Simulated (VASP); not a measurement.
# GaP (F-43m) in VASP: a series of runs

GaP is run at these levels: LDA; tasks: single point, relaxation of cell and atoms.

All numbers are computed with VASP 6.6.1; they aren't measurements. Logs are shortened: lines on timing, memory, paths and dates and some standing lists are left out, and cuts for length are marked.

## 1. The cell of the first run

It takes space group F-43m (No. 216, cubic). Conventional cell: a = 5.353 Å, b = 5.353 Å, c = 5.353 Å, α = 90.00°, β = 90.00°, γ = 90.00°. Within 3.1 Å of Ga (site symmetry -43m) lie 4 P at 2.32 Å. P (site symmetry -43m) has 4 Ga at 2.32 Å within 3.1 Å.

## 2. Single point, LDA

Contents of INCAR:

```
SYSTEM = GaP
PREC = Accurate
ENCUT = 520
EDIFF = 1E-7
ISMEAR = 0
SIGMA = 0.01
LREAL = .FALSE.
LASPH = .TRUE.
NELM = 80
ALGO = Normal
ISIF = 2
LWAVE = .FALSE.
LCHARG = .FALSE.
GGA = CA
NBANDS = 16
```

Contents of KPOINTS:

```
regular mesh
0
G
  8 8 8
  0 0 0
```

Contents of POSCAR:

```
GaP
1.0
    0.0000000000      2.6766985327      2.6766985327
    2.6766985327      0.0000000000      2.6766985327
    2.6766985327      2.6766985327      0.0000000000
Ga P
1 1
Direct
    0.0000000000      0.0000000000      0.0000000000
    0.7500000000      0.7500000000      0.7500000000
```

Potentials or basis: VASP PAW LDA potentials, release 64 (Ga_d, P).

Command:

```console
$ cat potpaw_LDA.64/Ga_d/POTCAR potpaw_LDA.64/P/POTCAR > POTCAR
$ mpirun -np 1 vasp_std > vasp.out
```

OUTCAR:

```text
SYSTEM = GaP
   PREC = Accurate
   ENCUT = 520
   EDIFF = 1E-7
   ISMEAR = 0
   LREAL = .FALSE.
   LASPH = .TRUE.
   NELM = 80
   ISIF = 2
   GGA = CA

 ion  position               nearest neighbor table
   1  0.000  0.000  0.000-   2 2.32   2 2.32   2 2.32   2 2.32
   2  0.750  0.750  0.750-   1 2.32   1 2.32   1 2.32   1 2.32

  LATTYP: Found a face centered cubic cell.
 ALAT       =     5.3533970654

  Lattice vectors:

 A1 = (   0.0000000000,   2.6766985327,   2.6766985327)
 A2 = (   2.6766985327,   0.0000000000,   2.6766985327)
 A3 = (   2.6766985327,   2.6766985327,   0.0000000000)

Analysis of symmetry for initial positions (statically):
=====================================================================
 Subroutine PRICEL returns:
 Original cell was already a primitive cell.

 Routine SETGRP: Setting up the symmetry group for a
 face centered cubic supercell.

 Subroutine GETGRP returns: Found 24 space group operations
 (whereof 24 operations were pure point group operations)
 out of a pool of 48 trial point group operations.

The static configuration has the point symmetry T_d .

Analysis of symmetry for dynamics (positions and initial velocities):
=====================================================================
 Subroutine PRICEL returns:
 Original cell was already a primitive cell.

 Routine SETGRP: Setting up the symmetry group for a
 face centered cubic supercell.

 Subroutine GETGRP returns: Found 24 space group operations
 (whereof 24 operations were pure point group operations)
 out of a pool of 48 trial point group operations.

The dynamic configuration has the point symmetry T_d .

 Subroutine INISYM returns: Found 24 space group operations
 (whereof 24 operations are pure point group operations),
 and found     1 'primitive' translations

----------------------------------------------------------------------------------------

                                     Primitive cell

  volume of cell :      38.3556

  direct lattice vectors                    reciprocal lattice vectors
     0.000000000  2.676698533  2.676698533    -0.186797278  0.186797278  0.186797278
     2.676698533  0.000000000  2.676698533     0.186797278 -0.186797278  0.186797278
     2.676698533  2.676698533  0.000000000     0.186797278  0.186797278 -0.186797278

  length of vectors
     3.785423367  3.785423367  3.785423367     0.323542376  0.323542376  0.323542376

  position of ions in fractional coordinates (direct lattice)
     0.000000000  0.000000000  0.000000000
     0.750000000  0.750000000  0.750000000

  ion indices of the primitive-cell ions
   primitive index   ion index
                 1           1
                 2           2

----------------------------------------------------------------------------------------

 KPOINTS: regular mesh

Automatic generation of k-mesh.
 Grid dimensions read from file:
 generate k-points for:    8    8    8

 Generating k-lattice:

  Cartesian coordinates                     Fractional coordinates (reciprocal lattice)
    -0.023349660  0.023349660  0.023349660     0.125000000  0.000000000  0.000000000
     0.023349660 -0.023349660  0.023349660     0.000000000  0.125000000  0.000000000
     0.023349660  0.023349660 -0.023349660     0.000000000  0.000000000  0.125000000

  Length of vectors
     0.040442797  0.040442797  0.040442797

  Shift w.r.t. Gamma in fractional coordinates (k-lattice)
     0.000000000  0.000000000  0.000000000

 Subroutine IBZKPT returns following result:
 ===========================================

 Found     29 irreducible k-points:

 Following reciprocal coordinates:
            Coordinates               Weight
  0.000000  0.000000  0.000000      1.000000
  0.125000  0.000000  0.000000      8.000000
  0.250000  0.000000  0.000000      8.000000
  0.375000  0.000000  0.000000      8.000000
  0.500000  0.000000  0.000000      4.000000
  0.125000  0.125000  0.000000      6.000000
[... 16 lines left out ...]
  0.500000  0.250000  0.125000     48.000000
 -0.375000  0.250000  0.125000     24.000000
 [... further k-points ...]
   k-points           NKPTS =     29   k-points in BZ     NKDIM =     29   number of bands    NBANDS=     16
   number of dos      NEDOS =    301   number of ions     NIONS =      2
   total plane-waves  NPLWV =  21952
   dimension x,y,z NGX =    28 NGY =   28 NGZ =   28
   dimension x,y,z NGXF=    56 NGYF=   56 NGZF=   56
   ions per type =               1   1
   NGX,Y,Z   is equivalent  to a cutoff of  12.30, 12.30, 12.30 a.u.
   NGXF,Y,Z  is equivalent  to a cutoff of  24.59, 24.59, 24.59 a.u.
 SYSTEM =  GaP
   PREC   = accura    normal or accurate (medium, high low for compatibility)
   ISTART =      0    job   : 0-new  1-cont  2-samecut
   ICHARG =      2    charge: 1-file 2-atom 10-const
   ISPIN  =      1    spin polarized calculation?
   LNONCOLLINEAR =      F non collinear calculations
   LSORBIT =      F    spin-orbit coupling
   LASPH  =      T    aspherical Exc in radial PAW
   ENCUT  =  520.0 eV  38.22 Ry    6.18 a.u.   7.04  7.04  7.04*2*pi/ulx,y,z
   NELM   =     80;   NELMIN=  2; NELMDL= -5     # of ELM steps
   EDIFF  = 0.1E-06   stopping-criterion for ELM
   LREAL  =      F    real-space projection
   EDIFFG = 0.1E-05   stopping-criterion for IOM
   NSW    =      0    number of steps for IOM
   IBRION =     -1    ionic relax: 0-MD 1-quasi-New 2-CG
   NFREE  =      0    steps in history (QN), initial steepest desc. (CG)
   ISIF   =      2    stress and relaxation
   ISYM   =      2    0-nonsym 1-usesym 2-fastsym
   POTIM  = 0.5000    time-step for ionic-motion
   TEBEG  =    0.0;   TEEND  =   0.0 temperature during run
   PSTRESS=    0.0 pullay stress
   NELECT =      18.0000    total number of electrons
   NUPDOWN=      -1.0000    fix difference up-down
   EMIN   =  10.00;   EMAX   =-10.00  energy-range for DOS
   EFERMI =   0.00;   METHOD = LEGACY
   ISMEAR =     0;   SIGMA  =   0.01  broadening in eV -4-tet -1-fermi 0-gaus
   EFERMI_NEDOS =   21; number of points for ismear=-14 and -15
   IALGO  =     38    algorithm
   IMIX   =      4    mixing-type and parameters
     AMIX     =   0.40;   BMIX     =  1.00
     AMIX_MAG =   1.60;   BMIX_MAG =  1.00
  volume/ion in A,a.u.               =      19.18       129.42
  Fermi-wavevector in a.u.,A,eV,Ry     =   1.272202  2.404114 22.021015  1.618499
  Thomas-Fermi vector in A             =   2.405094
   LORBIT       =      0    0 simple, 1 ext, 2 COOP (PROOUT), +10 PAW based schemes
   GGA     = CA    functional components
   LHFCALC =     F    Hartree Fock is set to
   AEXX    =    0.0000 exact exchange contribution
   IVDW    =     0    specifies the selected vdW correction
   LEPSILON=     F    determine dielectric tensor
   LRPA    =     F    only Hartree local field effects (RPA)
 non-spin polarized calculation
 Gauss-broadening in eV      SIGMA  =   0.01
  energy-cutoff  :      520.00
  volume of cell :       38.36
 maximum number of plane-waves:      1056
   NGX = 15   NGY = 15   NGZ = 15

 number of electron      17.9999985 magnetization

 Free energy of the ion-electron system (eV)
  ---------------------------------------------------
  ext. energy  EPLUGINS =         0.00000000
  ---------------------------------------------------
  free energy    TOTEN  =       -10.44503908 eV

  energy without entropy =      -10.44503908  energy(sigma->0) =      -10.44503908

 E-fermi :   5.2062     XC(G=0): -10.4064

 val. band max:        5.0773847319   @ k =   0.0000   0.0000   0.0000
 cond. band min:       6.4617063072   @ k =   0.5000   0.5000   0.0000
 fundamental gap:      1.3843215753
 Fermi energy:         5.2061681074

 k-point     1 :       0.0000    0.0000    0.0000
  band No.  band energies     occupation
      1      -9.7327      2.00000
      2      -9.7327      2.00000
      3      -9.7327      2.00000
      4      -9.6173      2.00000
      5      -9.6173      2.00000
      6      -7.8508      2.00000
[... 8 lines left out ...]
     15      14.9505      0.00000
     16      14.9505      0.00000

 k-point     2 :       0.1250    0.0000    0.0000
  band No.  band energies     occupation
      1      -9.7489      2.00000
      2      -9.7272      2.00000
      3      -9.7272      2.00000
      4      -9.6174      2.00000
      5      -9.6174      2.00000
      6      -7.6337      2.00000
[... 8 lines left out ...]
     15      14.2557      0.00000
     16      14.7586      0.00000

 k-point     3 :       0.2500    0.0000    0.0000
  band No.  band energies     occupation
      1      -9.7838      2.00000
      2      -9.7155      2.00000
      3      -9.7155      2.00000
      4      -9.6159      2.00000
      5      -9.6159      2.00000
      6      -7.0165      2.00000
[... 8 lines left out ...]
     15      14.0579      0.00000
     16      14.9027      0.00000

 k-point     4 :       0.3750    0.0000    0.0000
  band No.  band energies     occupation
      1      -9.8147      2.00000
      2      -9.7066      2.00000
      3      -9.7066      2.00000
      4      -9.6114      2.00000
      5      -9.6114      2.00000
      6      -6.1412      2.00000
[... 8 lines left out ...]
     15      15.3291      0.00000
     16      15.3291      0.00000
[... 324 lines left out ...]
 k-point    22 :       0.3750    0.2500    0.1250
  band No.  band energies     occupation
      1      -9.8092      2.00000
      2      -9.7017      2.00000
      3      -9.6969      2.00000
      4      -9.6308      2.00000
      5      -9.6066      2.00000
      6      -6.4914      2.00000
[... 8 lines left out ...]
     15      16.3529      0.00000
     16      17.6329      0.00000

 k-point    23 :       0.5000    0.2500    0.1250
  band No.  band energies     occupation
      1      -9.8260      2.00000
      2      -9.6977      2.00000
      3      -9.6861      2.00000
      4      -9.6283      2.00000
      5      -9.6068      2.00000
      6      -5.6620      2.00000
[... 8 lines left out ...]
     15      16.7574      0.00000
     16      18.0446      0.00000

 k-point    24 :      -0.3750    0.2500    0.1250
  band No.  band energies     occupation
      1      -9.8322      2.00000
      2      -9.6972      2.00000
      3      -9.6824      2.00000
      4      -9.6240      2.00000
      5      -9.6088      2.00000
      6      -5.1412      2.00000
[... 8 lines left out ...]
     15      17.1460      0.00000
     16      17.7887      0.00000

 [... further k-points ...]

------------------------ aborting loop because EDIFF is reached ----------------------------------------

  FORCE on cell =-STRESS in cart. coord.  units (eV):
  Direction    XX          YY          ZZ          XY          YZ          ZX
  --------------------------------------------------------------------------------------
  -------------------------------------------------------------------------------------
  Total        0.5091810      0.5091810      0.5091810      0.0000000     -0.0000000      0.0000000
  in kB       21.2693565     21.2693565     21.2693565      0.0000000     -0.0000000      0.0000000
  external PRESSURE =      21.2693565 kB  Pullay stress =       0.0000000 kB

 VOLUME and BASIS-vectors are now :
 -----------------------------------------------------------------------------
  energy-cutoff  :      520.00
  volume of cell :       38.36
      direct lattice vectors                 reciprocal lattice vectors
     0.000000000  2.676698533  2.676698533    -0.186797278  0.186797278  0.186797278
     2.676698533  0.000000000  2.676698533     0.186797278 -0.186797278  0.186797278
     2.676698533  2.676698533  0.000000000     0.186797278  0.186797278 -0.186797278

 POSITION                                       TOTAL-FORCE (eV/Angst)
 -----------------------------------------------------------------------------------
      0.00000      0.00000      0.00000         0.000000      0.000000      0.000000
      4.01505      4.01505      4.01505        -0.000000     -0.000000     -0.000000
 -----------------------------------------------------------------------------------
    total drift:                               -0.000000     -0.000000     -0.000000

  FREE ENERGIE OF THE ION-ELECTRON SYSTEM (eV)
  ---------------------------------------------------
  free  energy   TOTEN  =       -10.4450390841 eV

  energy  without entropy=      -10.4450390841  energy(sigma->0) =      -10.44503908
```

Run time: 33 s. Hardware: 1 thread of Intel Xeon 8259CL, shared host; peak memory 0.15 GiB.

What came out:

| Quantity | Value |
| --- | --- |
| Free energy | -10.4450 eV |
| Pressure | 2.1 GPa |
| Band gap on the k mesh | 1.38 eV (least direct gap 2.09 eV) |

A k mesh can miss the band edges.

## 3. Relaxation of cell and atoms, LDA, target pressure 2 GPa, at which the enthalpy is minimised

This run uses another cell than the first one, of 19.59 Å³/atom.

Contents of INCAR:

```
SYSTEM = GaP
PREC     = Accurate       ! precision mode
ENCUT    = 600            ! plane-wave cutoff, eV
EDIFF    = 1E-7           ! SCF threshold, eV
ISMEAR   = 0              ! smearing method
SIGMA    = 0.01           ! smearing width, eV
LREAL    = .False.        ! projectors in reciprocal space
LASPH    = .True.         ! aspherical terms in the spheres
NELM     = 80             ! most SCF steps
ALGO     = Normal         ! electronic algorithm
ISIF     = 3              ! what is computed and relaxed
LWAVE    = .False.        ! write WAVECAR
LCHARG   = .False.        ! write CHGCAR
IBRION   = 2              ! ionic algorithm
NSW      = 80             ! ionic steps
EDIFFG   = -0.001         ! ionic threshold
PSTRESS  = 20.0
```

Contents of KPOINTS:

```
regular mesh
0
Gamma
  8 8 8
  0 0 0
```

Contents of POSCAR:

```
GaP
1.0
    0.0000000000      2.6956501129      2.6956501129
    2.6956501129      0.0000000000      2.6956501129
    2.6956501129      2.6956501129      0.0000000000
Ga P
1 1
Direct
    0.0000000000      0.0000000000      0.0000000000
    0.7500000000      0.7500000000      0.7500000000
```

Potentials or basis: VASP PAW LDA potentials, release 64 (Ga_d, P).

Command:

```console
$ cat potpaw_LDA.64/Ga_d/POTCAR potpaw_LDA.64/P/POTCAR > POTCAR
$ mpirun -np 1 vasp_std > vasp.out
```

Run time: 71 s. Hardware: 1 thread of Intel Xeon 8259CL, shared host; peak memory 0.16 GiB.

Results (log left out):

```yaml
Free_energy: -10.4458 eV
Relaxed_volume: 19.20 Å³/atom
Relaxed_cell: a = 3.787 Å, b = 3.787 Å, c = 3.787 Å, α = 60.00°, β = 60.00°, γ = 60.00°
Space_group_after_relaxing_to_0.1_Å: F-43m (No. 216)
Energy_change_on_relaxing_the_run_minimises_the_enthalpy: +2.5 meV/atom
Ionic_steps: 3
Pressure_after_relaxing: 2.0 GPa
Band_gap_on_the_k_mesh: 1.39 eV (least direct gap 2.08 eV)
```

Step by step:
| step | energy change (eV) | largest force (eV/Å) | pressure (GPa) | volume (Å³) |
| --- | --- | --- | --- | --- |
| 1 | 0.0000 | 0.0000 | 0.10 | 39.18 |
| 2 | 0.0137 | 0.0000 | 3.43 | 37.87 |
| 3 | 0.0050 | 0.0000 | 2.00 | 38.39 |

Final structure:
```
CELL_PARAMETERS angstrom
0.00000 2.67755 2.67755
2.67755 0.00000 2.67755
2.67755 2.67755 0.00000
ATOMIC_POSITIONS crystal
Ga 0.00000 0.00000 0.00000
P 0.75000 0.75000 0.75000
```

Levels at points of the mesh, in eV from the valence-band top:
| k point | band 7 | band 8 | band 9 | band 10 | band 11 | band 12 |
| --- | --- | --- | --- | --- | --- | --- |
| (0.00, 0.00, 0.00) | 0.00 | 0.00 | 0.00 | 2.08 | 3.78 | 3.78 |
| (0.50, 0.00, 0.00) | -7.02 | -1.21 | -1.21 | 1.68 | 4.62 | 4.62 |
| (0.50, 0.50, 0.00) | -7.10 | -2.90 | -2.90 | 1.39 | 1.63 | 10.86 |

Caveat: the cell is relaxed towards a set pressure, so the run minimises the enthalpy, not the energy. LDA usually gives volumes a few per cent too small.
